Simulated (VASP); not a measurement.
# Ta4O (P4/mmm) in VASP: notebook

Ta4O is run at these levels: PBE; tasks: single point.

Program: VASP 6.6.1. These are calculated values, not measurements. Logs are shortened: lines on timing, memory, paths and dates and some standing lists are left out, and cuts for length are marked.

## Step 1: The cell of the first run

It takes space group P4/mmm (No. 123, tetragonal). Conventional cell: a = 3.352 Å, b = 3.352 Å, c = 7.174 Å, α = 90.00°, β = 90.00°, γ = 90.00°. Within 3.1 Å of Ta (site symmetry 4/mmm) lie 4 O at 2.37 Å. Within 2.7 Å of Ta (site symmetry 4mm) lie 1 O at 2.03 Å. Ta (site symmetry 4/mmm) has 14 Ta at 2.84 to 3.59 Å within 3.7 Å. Within 2.7 Å of O (site symmetry 4/mmm) lie 6 Ta at 2.03 to 2.37 Å.

## Step 2: Single point, PBE (strain +0.030 along x and y, -0.030 along z)

File INCAR:

```
SYSTEM = Ta4O
  ALGO = Normal
  EDIFF = 1E-6
  ENCUT = 520
  GGA = PE
  ISIF = 2
  ISMEAR = 0
  LASPH = .TRUE.
  LCHARG = .FALSE.
  LREAL = .FALSE.
  LWAVE = .FALSE.
  NBANDS = 33
  NELM = 60
  PREC = Accurate
  SIGMA = 0.15
```

File KPOINTS:

```
k-points
0
G
  14 14 8
  0 0 0
```

File POSCAR:

```
Ta4O
1.0
    3.3523482562      0.0000000000      0.0000000000
    0.0000000000      3.3523482562      0.0000000000
    0.0000000000      0.0000000000      7.1735250770
Ta O
4 1
Direct
    0.0000000000      0.0000000000      0.5000000000
    0.5000000000      0.5000000000      0.7829127273
    0.5000000000      0.5000000000      0.2170872727
    0.0000000000      0.0000000000      0.0000000000
    0.5000000000      0.5000000000      0.5000000000
```

Potentials or basis: VASP PAW PBE potentials, release 64 (Ta_pv, O).

Started as:

```bash
$ cat potpaw_PBE.64/Ta_pv/POTCAR potpaw_PBE.64/O/POTCAR > POTCAR
$ mpirun -np 1 vasp_std > vasp.out
```

OUTCAR:

```text
SYSTEM = Ta4O
   EDIFF = 1E-6
   ENCUT = 520
   GGA = PE
   ISIF = 2
   ISMEAR = 0
   LASPH = .TRUE.
   LREAL = .FALSE.
   NELM = 60
   PREC = Accurate

 ion  position               nearest neighbor table
   1  0.000  0.000  0.500-   5 2.37   5 2.37   5 2.37   5 2.37   3 3.12   3 3.12   2 3.12   3 3.12
                             2 3.12   2 3.12   3 3.12   2 3.12   4 3.59   4 3.59
   2  0.500  0.500  0.783-   5 2.03   4 2.84   4 2.84   4 2.84   4 2.84   3 3.11   1 3.12   1 3.12
                             1 3.12   1 3.12
   3  0.500  0.500  0.217-   5 2.03   4 2.84   4 2.84   4 2.84   4 2.84   2 3.11   1 3.12   1 3.12
                             1 3.12   1 3.12
   4  0.000  0.000  0.000-   2 2.84   3 2.84   2 2.84   3 2.84   2 2.84   3 2.84   2 2.84   3 2.84
                             1 3.59   1 3.59
   5  0.500  0.500  0.500-   2 2.03   3 2.03   1 2.37   1 2.37   1 2.37   1 2.37

  LATTYP: Found a simple tetragonal cell.
 ALAT       =     3.3523482562
 C/A-ratio  =     2.1398507938

  Lattice vectors:

 A1 = (   3.3523482562,   0.0000000000,   0.0000000000)
 A2 = (   0.0000000000,   3.3523482562,   0.0000000000)
 A3 = (   0.0000000000,   0.0000000000,   7.1735250770)

Analysis of symmetry for initial positions (statically):
=====================================================================
 Subroutine PRICEL returns:
 Original cell was already a primitive cell.

 Routine SETGRP: Setting up the symmetry group for a
 simple tetragonal supercell.

 Subroutine GETGRP returns: Found 16 space group operations
 (whereof 16 operations were pure point group operations)
 out of a pool of 16 trial point group operations.

The static configuration has the point symmetry D_4h.

Analysis of symmetry for dynamics (positions and initial velocities):
=====================================================================
 Subroutine PRICEL returns:
 Original cell was already a primitive cell.

 Routine SETGRP: Setting up the symmetry group for a
 simple tetragonal supercell.

 Subroutine GETGRP returns: Found 16 space group operations
 (whereof 16 operations were pure point group operations)
 out of a pool of 16 trial point group operations.

The dynamic configuration has the point symmetry D_4h.

 Subroutine INISYM returns: Found 16 space group operations
 (whereof 16 operations are pure point group operations),
 and found     1 'primitive' translations

----------------------------------------------------------------------------------------

                                     Primitive cell

  volume of cell :      80.6178

  direct lattice vectors                    reciprocal lattice vectors
     3.352348256  0.000000000  0.000000000     0.298298364  0.000000000  0.000000000
     0.000000000  3.352348256  0.000000000     0.000000000  0.298298364  0.000000000
     0.000000000  0.000000000  7.173525077     0.000000000  0.000000000  0.139401478

  length of vectors
     3.352348256  3.352348256  7.173525077     0.298298364  0.298298364  0.139401478

  position of ions in fractional coordinates (direct lattice)
     0.000000000  0.000000000  0.500000000
     0.500000000  0.500000000  0.782912727
     0.500000000  0.500000000  0.217087273
     0.000000000  0.000000000  0.000000000
     0.500000000  0.500000000  0.500000000

  ion indices of the primitive-cell ions
   primitive index   ion index
                 1           1
                 2           2
                 3           3
                 4           4
                 5           5

----------------------------------------------------------------------------------------

 KPOINTS: k-points

Automatic generation of k-mesh.
 Grid dimensions read from file:
 generate k-points for:   14   14    8

 Generating k-lattice:

  Cartesian coordinates                     Fractional coordinates (reciprocal lattice)
     0.021307026  0.000000000  0.000000000     0.071428571  0.000000000  0.000000000
     0.000000000  0.021307026  0.000000000     0.000000000  0.071428571  0.000000000
     0.000000000  0.000000000  0.017425185     0.000000000  0.000000000  0.125000000

  Length of vectors
     0.021307026  0.021307026  0.017425185

  Shift w.r.t. Gamma in fractional coordinates (k-lattice)
     0.000000000  0.000000000  0.000000000

 Subroutine IBZKPT returns following result:
 ===========================================

 Found    180 irreducible k-points:

 Following reciprocal coordinates:
            Coordinates               Weight
  0.000000  0.000000  0.000000      1.000000
  0.071429  0.000000  0.000000      4.000000
  0.142857  0.000000  0.000000      4.000000
  0.214286  0.000000  0.000000      4.000000
  0.285714  0.000000  0.000000      4.000000
  0.357143  0.000000  0.000000      4.000000
[... 16 lines left out ...]
  0.285714  0.214286  0.000000      8.000000
  0.357143  0.214286  0.000000      8.000000
 [... further k-points ...]
   k-points           NKPTS =    180   k-points in BZ     NKDIM =    180   number of bands    NBANDS=     33
   number of dos      NEDOS =    301   number of ions     NIONS =      5
   total plane-waves  NPLWV =  42336
   dimension x,y,z NGX =    28 NGY =   28 NGZ =   54
   dimension x,y,z NGXF=    56 NGYF=   56 NGZF=  108
   ions per type =               4   1
   NGX,Y,Z   is equivalent  to a cutoff of  13.89, 13.89, 12.51 a.u.
   NGXF,Y,Z  is equivalent  to a cutoff of  27.77, 27.77, 25.03 a.u.
 SYSTEM =  Ta4O
   PREC   = accura    normal or accurate (medium, high low for compatibility)
   ISTART =      0    job   : 0-new  1-cont  2-samecut
   ICHARG =      2    charge: 1-file 2-atom 10-const
   ISPIN  =      1    spin polarized calculation?
   LNONCOLLINEAR =      F non collinear calculations
   LSORBIT =      F    spin-orbit coupling
   LASPH  =      T    aspherical Exc in radial PAW
   ENCUT  =  520.0 eV  38.22 Ry    6.18 a.u.   6.23  6.23 13.34*2*pi/ulx,y,z
   NELM   =     60;   NELMIN=  2; NELMDL= -5     # of ELM steps
   EDIFF  = 0.1E-05   stopping-criterion for ELM
   LREAL  =      F    real-space projection
   EDIFFG = 0.1E-04   stopping-criterion for IOM
   NSW    =      0    number of steps for IOM
   IBRION =     -1    ionic relax: 0-MD 1-quasi-New 2-CG
   NFREE  =      0    steps in history (QN), initial steepest desc. (CG)
   ISIF   =      2    stress and relaxation
   ISYM   =      2    0-nonsym 1-usesym 2-fastsym
   POTIM  = 0.5000    time-step for ionic-motion
   TEBEG  =    0.0;   TEEND  =   0.0 temperature during run
   PSTRESS=    0.0 pullay stress
   NELECT =      50.0000    total number of electrons
   NUPDOWN=      -1.0000    fix difference up-down
   EMIN   =  10.00;   EMAX   =-10.00  energy-range for DOS
   EFERMI =   0.00;   METHOD = LEGACY
   ISMEAR =     0;   SIGMA  =   0.15  broadening in eV -4-tet -1-fermi 0-gaus
   EFERMI_NEDOS =   21; number of points for ismear=-14 and -15
   IALGO  =     38    algorithm
   IMIX   =      4    mixing-type and parameters
     AMIX     =   0.40;   BMIX     =  1.00
     AMIX_MAG =   1.60;   BMIX_MAG =  1.00
  volume/ion in A,a.u.               =      16.12       108.81
  Fermi-wavevector in a.u.,A,eV,Ry     =   1.396115  2.638275 26.519622  1.949137
  Thomas-Fermi vector in A             =   2.519501
   LORBIT       =      0    0 simple, 1 ext, 2 COOP (PROOUT), +10 PAW based schemes
   GGA     = PE    functional components
   LHFCALC =     F    Hartree Fock is set to
   AEXX    =    0.0000 exact exchange contribution
   IVDW    =     0    specifies the selected vdW correction
   LEPSILON=     F    determine dielectric tensor
   LRPA    =     F    only Hartree local field effects (RPA)
 non-spin polarized calculation
 Gauss-broadening in eV      SIGMA  =   0.15
  energy-cutoff  :      520.00
  volume of cell :       80.62
 maximum number of plane-waves:      2192
 NGX is ok and might be reduce to    28
   NGX = 13   NGY = 13   NGZ = 27

 number of electron      49.9999995 magnetization

 Free energy of the ion-electron system (eV)
  ---------------------------------------------------
  ext. energy  EPLUGINS =         0.00000000
  ---------------------------------------------------
  free energy    TOTEN  =       -54.94926901 eV

  energy without entropy =      -54.92020112  energy(sigma->0) =      -54.93473507

 E-fermi :   6.1504     XC(G=0): -12.4677

 val. band max:        6.1443139013   @ k =   0.3571   0.1429   0.1250
 cond. band min:       6.1535471938   @ k =   0.1429   0.0714   0.5000
 fundamental gap:      0.0092332924
 Fermi energy:         6.1503960503

 k-point     1 :       0.0000    0.0000    0.0000
  band No.  band energies     occupation
      1     -29.4404      2.00000
      2     -29.4404      2.00000
      3     -29.0071      2.00000
      4     -28.5759      2.00000
      5     -28.3552      2.00000
      6     -28.1934      2.00000
[... 25 lines left out ...]
     32       7.9870      0.00000
     33       8.7594      0.00000

 k-point     2 :       0.0714    0.0000    0.0000
  band No.  band energies     occupation
      1     -29.4549      2.00000
      2     -29.4388      2.00000
      3     -29.0054      2.00000
      4     -28.5794      2.00000
      5     -28.3588      2.00000
      6     -28.1933      2.00000
[... 25 lines left out ...]
     32       8.3491      0.00000
     33       9.1032      0.00000

 k-point     3 :       0.1429    0.0000    0.0000
  band No.  band energies     occupation
      1     -29.4947      2.00000
      2     -29.4341      2.00000
      3     -29.0009      2.00000
      4     -28.5890      2.00000
      5     -28.3686      2.00000
      6     -28.1947      2.00000
[... 25 lines left out ...]
     32       8.7387      0.00000
     33       9.4083      0.00000

 k-point     4 :       0.2143    0.0000    0.0000
  band No.  band energies     occupation
      1     -29.5506      2.00000
      2     -29.4274      2.00000
      3     -28.9960      2.00000
      4     -28.6019      2.00000
      5     -28.3809      2.00000
      6     -28.2011      2.00000
[... 673 lines left out ...]
     32       8.5129      0.00000
     33      10.0271      0.00000

 k-point    23 :       0.2857    0.2143    0.0000
  band No.  band energies     occupation
      1     -29.5862      2.00000
      2     -29.5088      2.00000
      3     -28.9755      2.00000
      4     -28.5929      2.00000
      5     -28.3541      2.00000
      6     -28.3078      2.00000
[... 25 lines left out ...]
     32       8.9020      0.00000
     33       9.8778      0.00000

 k-point    24 :       0.3571    0.2143    0.0000
  band No.  band energies     occupation
      1     -29.6306      2.00000
      2     -29.4994      2.00000
      3     -28.9703      2.00000
      4     -28.6049      2.00000
      5     -28.3447      2.00000
      6     -28.3183      2.00000
[... 25 lines left out ...]
     32       9.2929      0.00000
     33       9.7729      0.00000

 [... further k-points ...]
[... 5 lines left out ...]
  --------------------------------------------------------------------------------------
  -------------------------------------------------------------------------------------
  Total       -3.5704246     -3.5704246      2.5711615      0.0000000      0.0000000     -0.0000000
  in kB      -70.9577070    -70.9577070     51.0986063      0.0000000      0.0000000     -0.0000000
  external PRESSURE =     -30.2722692 kB  Pullay stress =       0.0000000 kB

 VOLUME and BASIS-vectors are now :
 -----------------------------------------------------------------------------
  energy-cutoff  :      520.00
  volume of cell :       80.62
      direct lattice vectors                 reciprocal lattice vectors
     3.352348256  0.000000000  0.000000000     0.298298364  0.000000000  0.000000000
     0.000000000  3.352348256  0.000000000     0.000000000  0.298298364  0.000000000
     0.000000000  0.000000000  7.173525077     0.000000000  0.000000000  0.139401478

 POSITION                                       TOTAL-FORCE (eV/Angst)
 -----------------------------------------------------------------------------------
      0.00000      0.00000      3.58676         0.000000      0.000000     -0.000000
      1.67617      1.67617      5.61624         0.000000      0.000000      0.643114
      1.67617      1.67617      1.55728         0.000000     -0.000000     -0.643114
      0.00000      0.00000      0.00000         0.000000      0.000000     -0.000000
      1.67617      1.67617      3.58676         0.000000      0.000000     -0.000000
 -----------------------------------------------------------------------------------
    total drift:                                0.000000      0.000000      0.000000

  FREE ENERGIE OF THE ION-ELECTRON SYSTEM (eV)
  ---------------------------------------------------
  free  energy   TOTEN  =       -54.9492690128 eV

  energy  without entropy=      -54.9202011202  energy(sigma->0) =      -54.93473507
```

Wall time 3.4 min (1 thread of Intel Xeon 6975P-C (Granite Rapids), shared host); peak memory 0.47 GiB.

Results:

| Quantity | Value |
| --- | --- |
| Free energy | -54.9493 eV |
| Pressure | -3.0 GPa |
| Largest force | 0.643 eV/Å |
| Band gap on the k mesh | zero (band 25 reaches 6.66 eV, above the bottom of band 26 at 5.76 eV) |

Forces in eV/Å, atoms in the order of the input:
```
Ta   0.000  0.000  0.000
Ta   0.000  0.000  0.643
Ta   0.000  0.000 -0.643
Ta   0.000  0.000  0.000
O    0.000  0.000  0.000
```

Caveat: the cell differs from its parent crystal (strain +0.030 along x and y, -0.030 along z); spin-orbit coupling is left out, which moves the levels of the heavy elements.

## Step 3: Single point, PBE (strain +0.000 along x and y, +0.030 along z)

File INCAR:

```
ALGO = Normal ; EDIFF = 1E-6
ENCUT = 520 ; GGA = PE
ISIF = 2 ; ISMEAR = 0
LASPH = T ; LCHARG = F
LREAL = F ; LWAVE = F
NBANDS = 33 ; NELM = 60
PREC = Accurate ; SIGMA = 0.15
```

File KPOINTS:

```
k-points
0
Gamma
  14 14 8
```

Changes to POSCAR since step 2:

```diff
@@ -2,5 +2,5 @@
 1.0
-    3.3523482562      0.0000000000      0.0000000000
-    0.0000000000      3.3523482562      0.0000000000
-    0.0000000000      0.0000000000      7.1735250770
+    3.2547070449      0.0000000000      0.0000000000
+    0.0000000000      3.2547070449      0.0000000000
+    0.0000000000      0.0000000000      7.6172482776
 Ta O
```

Potentials or basis: VASP PAW PBE potentials, release 64 (Ta_pv, O).

Started as:

```bash
$ cat potpaw_PBE.64/Ta_pv/POTCAR potpaw_PBE.64/O/POTCAR > POTCAR
$ mpirun -np 1 vasp_std > vasp.out
```

Run time: 2.4 min. Hardware: 1 thread of Intel Xeon 6975P-C (Granite Rapids), shared host; peak memory 0.46 GiB.

It converged, with:

```yaml
Free_energy: -55.0191 eV
Pressure: -6.3 GPa
Largest_force: 0.225 eV/Å
Band_gap_on_the_k_mesh: zero (band 25 reaches 6.56 eV, above the bottom of band 26 at 5.65 eV)
```

Forces on the atoms (eV/Å):
```
Ta   0.000  0.000  0.000
Ta   0.000  0.000 -0.225
Ta   0.000  0.000  0.225
Ta   0.000  0.000  0.000
O    0.000  0.000  0.000
```

Stress tensor (GPa, compression positive):
```
 -4.39   0.00   0.00
  0.00  -4.39   0.00
  0.00   0.00 -10.11
```

Levels at points of the mesh, in eV from the Fermi level:
```csv
k point,band 22,band 23,band 24,band 25,band 26,band 27,band 28,band 29
"(0.00, 0.00, 0.00)",-1.54,-0.42,-0.42,-0.29,0.69,1.04,1.04,1.07
"(0.50, 0.00, 0.00)",-1.17,-0.81,-0.67,0.15,0.94,0.95,1.09,1.66
"(0.50, 0.50, 0.00)",-1.54,-1.54,-0.71,-0.71,1.75,2.15,2.69,2.69
"(0.00, 0.00, 0.50)",-0.68,-0.42,-0.42,0.17,0.59,0.59,0.91,1.25
"(0.50, 0.00, 0.50)",-1.02,-0.89,-0.72,-0.29,0.99,1.12,1.39,1.68
"(0.50, 0.50, 0.50)",-1.82,-1.82,0.02,0.02,1.73,1.83,1.83,2.80
```

Caveat: the cell differs from its parent crystal (strain +0.000 along x and y, +0.030 along z); spin-orbit coupling is left out, which moves the levels of the heavy elements.

## Step 4: Single point, PBE (strain +0.030 along x and y, +0.000 along z)

File INCAR:

```
SYSTEM = Ta4O
  PREC = Accurate
  ENCUT = 520
  EDIFF = 1E-7
  ISMEAR = 0
  SIGMA = 0.15
  LREAL = .False.
  LASPH = .True.
  NELM = 60
  ALGO = Normal
  ISIF = 2
  LWAVE = .False.
  LCHARG = .False.
  GGA = PE
  NBANDS = 33
```

File KPOINTS:

```
Automatic mesh
0
Gamma
  14 14 8
  0 0 0
```

Changes to POSCAR since step 3:

```diff
@@ -2,5 +2,5 @@
 1.0
-    3.2547070449      0.0000000000      0.0000000000
-    0.0000000000      3.2547070449      0.0000000000
-    0.0000000000      0.0000000000      7.6172482776
+    3.3523482562      0.0000000000      0.0000000000
+    0.0000000000      3.3523482562      0.0000000000
+    0.0000000000      0.0000000000      7.3953866773
 Ta O
```

Started as:

```bash
$ cat potpaw_PBE.64/Ta_pv/POTCAR potpaw_PBE.64/O/POTCAR > POTCAR
$ mpirun -np 1 vasp_std > vasp.out
```

It took 4.4 min on 1 thread of Intel Xeon 6975P-C (Granite Rapids), shared host; peak memory 0.48 GiB.

Results (log left out):

```
Free energy            : -54.9221 eV
Pressure               : -10.2 GPa
Largest force          : 0.167 eV/Å
Band gap on the k mesh : zero (band 25 reaches 6.41 eV, above the bottom of band 26 at 5.44 eV)
```

Forces in eV/Å, atoms in the order of the input:
```
Ta   0.000  0.000  0.000
Ta   0.000  0.000  0.167
Ta   0.000  0.000 -0.167
Ta   0.000  0.000  0.000
O    0.000  0.000  0.000
```

Stress tensor (GPa, compression positive):
```
-11.27   0.00   0.00
  0.00 -11.27   0.00
  0.00   0.00  -8.14
```

Levels at points of the mesh, in eV from the Fermi level:
| k point | band 23 | band 24 | band 25 | band 26 | band 27 | band 28 |
| --- | --- | --- | --- | --- | --- | --- |
| (0.00, 0.00, 0.00) | -0.42 | -0.38 | -0.38 | 0.33 | 0.93 | 0.93 |
| (0.50, 0.00, 0.00) | -0.90 | -0.61 | 0.29 | 0.78 | 0.81 | 1.25 |
| (0.50, 0.50, 0.00) | -1.37 | -0.68 | -0.68 | 1.24 | 2.34 | 2.52 |
| (0.00, 0.00, 0.50) | -0.52 | -0.28 | -0.10 | 0.66 | 0.73 | 0.73 |
| (0.50, 0.00, 0.50) | -0.97 | -0.67 | -0.49 | 0.86 | 1.37 | 1.70 |
| (0.50, 0.50, 0.50) | -1.43 | -0.18 | -0.18 | 1.23 | 1.86 | 1.86 |

Caveat: the cell differs from its parent crystal (strain +0.030 along x and y, +0.000 along z); spin-orbit coupling is left out, which moves the levels of the heavy elements.

[end of part 1 of 2]
